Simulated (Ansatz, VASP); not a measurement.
Zn2GeN3 in VASP and in Ansatz

```xyz
6
Lattice="2.4552 -4.1060 0.0000 2.4552 4.1060 0.0000 0.0000 0.0000 3.8390" Properties=species:S:1:pos:R:3 pbc="T T T"
Zn    1.2276    2.0530    1.9195
Zn    1.2276   -2.0530    1.9195
Ge    2.4552    0.0000    0.0000
N     2.4552    2.7833    0.0000
N     2.4552   -2.7833    0.0000
N     0.0000    0.0000    1.9195
```

Change from the starting cell: species swapped into the CeAl2Cu3 type (Cmmm, No. 65).

Alike in both runs: task relaxation of cell and atoms; functional PBE; k mesh 4 × 4 × 4; occupations gaussian, width 0.1 eV; no spin polarisation.

```csv
,VASP,Ansatz
version,VASP 6.6.1,Ansatz 0.2.0
potentials or method,"VASP PAW PBE potentials, release 64 (Zn, Ge_d, N), cutoff 600 eV","scalar-relativistic, plane waves, PAW"
valence electrons in the cell,53,53
```

|  | VASP | Ansatz | Ansatz less VASP |
| --- | --- | --- | --- |
| gap on the k mesh at the Fermi level, each at its own relaxed structure (eV) | none | none | - |
| relaxed volume (Å³/atom) | 12.60 | 12.56 | -0.039 |
| relaxed length of the cell vector where the two differ most in proportion (Å) | 3.089 | 3.070 | -0.0189 |

A gap of «none» marks a metal or a gap that the smearing closes.

The k mesh is coarse, so the values compare programs but aren't converged.
